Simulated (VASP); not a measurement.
# Ti (Im-3m) in VASP: settings compared

Ti is run at these levels: r2SCAN, LDA; tasks: single point.

All numbers are computed with VASP 6.6.1; they aren't measurements. Logs are shortened: lines on timing, memory, paths and dates and some standing lists are left out, and cuts for length are marked.

## 1. The cell of the first run

The structure is cubic, space group Im-3m (No. 229). Conventional cell: a = 3.316 Å, b = 3.316 Å, c = 3.316 Å, α = 90.00°, β = 90.00°, γ = 90.00°. Ti (site symmetry m-3m) has 14 Ti at 2.87 to 3.32 Å within 3.8 Å.

## 2. Single point, r2SCAN (volume scaled by 1.06)

POSCAR

```
Ti
1.0
   -1.6577832568      1.6577832568      1.6577832568
    1.6577832568     -1.6577832568      1.6577832568
    1.6577832568      1.6577832568     -1.6577832568
Ti
1
Direct
    0.0000000000      0.0000000000      0.0000000000
```

INCAR.step1

```
SYSTEM = Ti
ALGO = Normal
EDIFF = 1E-4
ENCUT = 520
GGA = PE
ISMEAR = 0
LASPH = .TRUE.
LCHARG = .FALSE.
LREAL = .FALSE.
LWAVE = .TRUE.
NBANDS = 12
NELM = 60
PREC = Accurate
SIGMA = 0.1
```

INCAR.step2

```
SYSTEM = Ti
ALGO = Normal
EDIFF = 1E-6
ENCUT = 520
ISIF = 2
ISMEAR = 0
ISTART = 1
LASPH = .TRUE.
LCHARG = .FALSE.
LMIXTAU = .TRUE.
LREAL = .FALSE.
LWAVE = .FALSE.
METAGGA = R2SCAN
NBANDS = 12
NELM = 60
PREC = Accurate
SIGMA = 0.1
```

KPOINTS

```
k-points
0
G
  18 18 18
  0 0 0
```

Potentials or basis: VASP PAW PBE potentials, release 64 (Ti_sv).

On the command line:

```
cat potpaw_PBE.64/Ti_sv/POTCAR > POTCAR
cp INCAR.step1 INCAR
mpirun -np 1 vasp_std > vasp.out
cp INCAR.step2 INCAR
mpirun -np 1 vasp_std > vasp.out
```

OUTCAR:

```text
SYSTEM = Ti
   EDIFF = 1E-6
   ENCUT = 520
   ISIF = 2
   ISMEAR = 0
   ISTART = 1
   LASPH = .TRUE.
   LREAL = .FALSE.
   METAGGA = R2SCAN
   NELM = 60
   PREC = Accurate

 ion  position               nearest neighbor table
   1  0.000  0.000  0.000-

  LATTYP: Found a body centered cubic cell.
 ALAT       =     3.3155665136

  Lattice vectors:

 A1 = (  -1.6577832568,   1.6577832568,   1.6577832568)
 A2 = (   1.6577832568,  -1.6577832568,   1.6577832568)
 A3 = (   1.6577832568,   1.6577832568,  -1.6577832568)

Analysis of symmetry for initial positions (statically):
=====================================================================
 Subroutine PRICEL returns:
 Original cell was already a primitive cell.

 Routine SETGRP: Setting up the symmetry group for a
 body centered cubic supercell.

 Subroutine GETGRP returns: Found 48 space group operations
 (whereof 48 operations were pure point group operations)
 out of a pool of 48 trial point group operations.

The static configuration has the point symmetry O_h .

Analysis of symmetry for dynamics (positions and initial velocities):
=====================================================================
 Subroutine PRICEL returns:
 Original cell was already a primitive cell.

 Routine SETGRP: Setting up the symmetry group for a
 body centered cubic supercell.

 Subroutine GETGRP returns: Found 48 space group operations
 (whereof 48 operations were pure point group operations)
 out of a pool of 48 trial point group operations.

The dynamic configuration has the point symmetry O_h .

 Subroutine INISYM returns: Found 48 space group operations
 (whereof 48 operations are pure point group operations),
 and found     1 'primitive' translations

----------------------------------------------------------------------------------------

                                     Primitive cell

  volume of cell :      18.2240

  direct lattice vectors                    reciprocal lattice vectors
    -1.657783257  1.657783257  1.657783257     0.000000000  0.301607582  0.301607582
     1.657783257 -1.657783257  1.657783257     0.301607582  0.000000000  0.301607582
     1.657783257  1.657783257 -1.657783257     0.301607582  0.301607582  0.000000000

  length of vectors
     2.871364829  2.871364829  2.871364829     0.426537533  0.426537533  0.426537533

  position of ions in fractional coordinates (direct lattice)
     0.000000000  0.000000000  0.000000000

  ion indices of the primitive-cell ions
   primitive index   ion index
                 1           1

----------------------------------------------------------------------------------------

 KPOINTS: k-points

Automatic generation of k-mesh.
 Grid dimensions read from file:
 generate k-points for:   18   18   18

 Generating k-lattice:

  Cartesian coordinates                     Fractional coordinates (reciprocal lattice)
     0.000000000  0.016755977  0.016755977     0.055555556  0.000000000  0.000000000
     0.016755977  0.000000000  0.016755977     0.000000000  0.055555556  0.000000000
     0.016755977  0.016755977  0.000000000     0.000000000  0.000000000  0.055555556

  Length of vectors
     0.023696530  0.023696530  0.023696530

  Shift w.r.t. Gamma in fractional coordinates (k-lattice)
     0.000000000  0.000000000  0.000000000

 Subroutine IBZKPT returns following result:
 ===========================================

 Found    195 irreducible k-points:

 Following reciprocal coordinates:
            Coordinates               Weight
  0.000000  0.000000  0.000000      1.000000
  0.055556  0.000000  0.000000     12.000000
  0.111111  0.000000  0.000000     12.000000
  0.166667  0.000000  0.000000     12.000000
  0.222222  0.000000  0.000000     12.000000
  0.277778  0.000000  0.000000     12.000000
[... 16 lines left out ...]
  0.333333  0.111111  0.000000     48.000000
  0.388889  0.111111 -0.000000     48.000000
 [... further k-points ...]
   k-points           NKPTS =    195   k-points in BZ     NKDIM =    195   number of bands    NBANDS=     12
   number of dos      NEDOS =    301   number of ions     NIONS =      1
   total plane-waves  NPLWV =  13824
   dimension x,y,z NGX =    24 NGY =   24 NGZ =   24
   dimension x,y,z NGXF=    48 NGYF=   48 NGZF=   48
   ions per type =               1
   NGX,Y,Z   is equivalent  to a cutoff of  13.90, 13.90, 13.90 a.u.
   NGXF,Y,Z  is equivalent  to a cutoff of  27.79, 27.79, 27.79 a.u.
 SYSTEM =  Ti
   PREC   = accura    normal or accurate (medium, high low for compatibility)
   ISTART =      1    job   : 0-new  1-cont  2-samecut
   ICHARG =      0    charge: 1-file 2-atom 10-const
   ISPIN  =      1    spin polarized calculation?
   LNONCOLLINEAR =      F non collinear calculations
   LSORBIT =      F    spin-orbit coupling
   LASPH  =      T    aspherical Exc in radial PAW
   ENCUT  =  520.0 eV  38.22 Ry    6.18 a.u.   5.34  5.34  5.34*2*pi/ulx,y,z
   NELM   =     60;   NELMIN=  2; NELMDL=  0     # of ELM steps
   EDIFF  = 0.1E-05   stopping-criterion for ELM
   LREAL  =      F    real-space projection
   EDIFFG = 0.1E-04   stopping-criterion for IOM
   NSW    =      0    number of steps for IOM
   IBRION =     -1    ionic relax: 0-MD 1-quasi-New 2-CG
   NFREE  =      0    steps in history (QN), initial steepest desc. (CG)
   ISIF   =      2    stress and relaxation
   ISYM   =      2    0-nonsym 1-usesym 2-fastsym
   POTIM  = 0.5000    time-step for ionic-motion
   TEBEG  =    0.0;   TEEND  =   0.0 temperature during run
   PSTRESS=    0.0 pullay stress
   NELECT =      12.0000    total number of electrons
   NUPDOWN=      -1.0000    fix difference up-down
   EMIN   =  10.00;   EMAX   =-10.00  energy-range for DOS
   EFERMI =   0.00;   METHOD = LEGACY
   ISMEAR =     0;   SIGMA  =   0.10  broadening in eV -4-tet -1-fermi 0-gaus
   EFERMI_NEDOS =   21; number of points for ismear=-14 and -15
   IALGO  =     38    algorithm
   IMIX   =      4    mixing-type and parameters
     AMIX     =   0.40;   BMIX     =  1.00
     AMIX_MAG =   1.60;   BMIX_MAG =  1.00
  volume/ion in A,a.u.               =      18.22       122.98
  Fermi-wavevector in a.u.,A,eV,Ry     =   1.424254  2.691450 27.599417  2.028500
  Thomas-Fermi vector in A             =   2.544765
   LORBIT       =      0    0 simple, 1 ext, 2 COOP (PROOUT), +10 PAW based schemes
   METAGGA = R2SCAN    functional components
   LHFCALC =     F    Hartree Fock is set to
   AEXX    =    0.0000 exact exchange contribution
   IVDW    =     0    specifies the selected vdW correction
   LEPSILON=     F    determine dielectric tensor
   LRPA    =     F    only Hartree local field effects (RPA)
 non-spin polarized calculation
 Gauss-broadening in eV      SIGMA  =   0.10
  energy-cutoff  :      520.00
  volume of cell :       18.22
 maximum number of plane-waves:       531
 NGX is ok and might be reduce to    24
   NGX = 11   NGY = 11   NGZ = 11

 number of electron      12.0000004 magnetization

 Free energy of the ion-electron system (eV)
  ---------------------------------------------------
  ext. energy  EPLUGINS =         0.00000000
  ---------------------------------------------------
  free energy    TOTEN  =       -12.80272865 eV

  energy without entropy =      -12.79140489  energy(sigma->0) =      -12.79706677

 E-fermi :   7.6277     XC(G=0): -12.1561

 val. band max:        7.6231865793   @ k =  -0.3333   0.3889   0.0556
 cond. band min:       7.6284420363   @ k =   0.3333   0.1111   0.1111
 fundamental gap:      0.0052554569
 Fermi energy:         7.6277071433

 k-point     1 :       0.0000    0.0000    0.0000
  band No.  band energies     occupation
      1     -51.3941      2.00000
      2     -26.2476      2.00000
      3     -26.2476      2.00000
      4     -26.2475      2.00000
      5       1.3880      2.00000
      6       8.7172      0.00000
      7       8.7172      0.00000
      8       8.7173      0.00000
      9      10.3955      0.00000
     10      10.3955      0.00000
     11      25.3699      0.00000
     12      25.3699      0.00000

 k-point     2 :       0.0556    0.0000    0.0000
  band No.  band energies     occupation
      1     -51.3906      2.00000
      2     -26.2661      2.00000
      3     -26.2532      2.00000
      4     -26.2476      2.00000
      5       1.4932      2.00000
      6       8.6690      0.00000
      7       8.7029      0.00000
      8       8.7911      0.00000
      9      10.3391      0.00000
     10      10.3981      0.00000
     11      25.1605      0.00000
     12      25.3508      0.00000

 k-point     3 :       0.1111    0.0000    0.0000
  band No.  band energies     occupation
      1     -51.3809      2.00000
      2     -26.3195      2.00000
      3     -26.2696      2.00000
      4     -26.2480      2.00000
      5       1.8024      2.00000
      6       8.5329      0.00000
      7       8.6403      0.00000
      8       9.0083      0.00000
      9      10.2106      0.00000
     10      10.4080      0.00000
     11      24.5308      0.00000
     12      25.2040      0.00000
[... 286 lines left out ...]
 k-point    23 :       0.3333    0.1111    0.0000
  band No.  band energies     occupation
      1     -51.2907      2.00000
      2     -26.7614      2.00000
      3     -26.4292      2.00000
      4     -26.2756      2.00000
      5       5.0984      2.00000
      6       7.4454      1.99005
      7       7.7509      0.08156
      8      10.2548      0.00000
      9      10.7626      0.00000
     10      11.7251      0.00000
     11      17.6756      0.00000
     12      21.1384      0.00000

 k-point    24 :       0.3889    0.1111   -0.0000
  band No.  band energies     occupation
      1     -51.2815      2.00000
      2     -26.8034      2.00000
      3     -26.4490      2.00000
      4     -26.2764      2.00000
      5       5.3541      2.00000
      6       7.3691      1.99975
      7       7.9332      0.00002
      8      10.3226      0.00000
      9      10.8353      0.00000
     10      12.1383      0.00000
     11      16.6218      0.00000
     12      20.7859      0.00000

 [... further k-points ...]
[... 5 lines left out ...]
  --------------------------------------------------------------------------------------
  -------------------------------------------------------------------------------------
  Total       -0.6428241     -0.6428241     -0.6428241      0.0000000      0.0000000      0.0000000
  in kB      -56.5144514    -56.5144514    -56.5144514      0.0000000      0.0000000      0.0000000
  external PRESSURE =     -56.5144514 kB  Pullay stress =       0.0000000 kB

 VOLUME and BASIS-vectors are now :
 -----------------------------------------------------------------------------
  energy-cutoff  :      520.00
  volume of cell :       18.22
      direct lattice vectors                 reciprocal lattice vectors
    -1.657783257  1.657783257  1.657783257     0.000000000  0.301607582  0.301607582
     1.657783257 -1.657783257  1.657783257     0.301607582  0.000000000  0.301607582
     1.657783257  1.657783257 -1.657783257     0.301607582  0.301607582  0.000000000

 POSITION                                       TOTAL-FORCE (eV/Angst)
 -----------------------------------------------------------------------------------
      0.00000      0.00000      0.00000        -0.000000     -0.000000      0.000000
 -----------------------------------------------------------------------------------
    total drift:                               -0.000000      0.000000      0.000000

  FREE ENERGIE OF THE ION-ELECTRON SYSTEM (eV)
  ---------------------------------------------------
  free  energy   TOTEN  =       -12.8027286540 eV

  energy  without entropy=      -12.7914048879  energy(sigma->0) =      -12.79706677
```

It took 79 s on 1 thread of Intel Xeon Platinum 8488C (Sapphire Rapids), shared host; peak memory 0.17 GiB.

Results:

```yaml
Free_energy: -12.8027 eV
Pressure: -5.7 GPa
Band_gap_on_the_k_mesh: zero (band 6 reaches 8.72 eV, above the bottom of band 7 at 6.95 eV)
```

Levels at points of the mesh, in eV from the Fermi level:
```csv
k point,band 4,band 5,band 6,band 7,band 8,band 9
"(0.00, 0.00, 0.00)",-33.88,-6.24,1.09,1.09,1.09,2.77
"(0.50, 0.00, 0.00)",-33.88,-2.46,-0.29,0.82,2.76,3.10
"(0.50, 0.50, 0.50)",-34.28,-2.10,-2.10,3.88,3.88,3.88
```

Caveat: the PAW data sets were made with another functional, which shifts forces and pressure a little.

(Continued in part 2 of 2.)
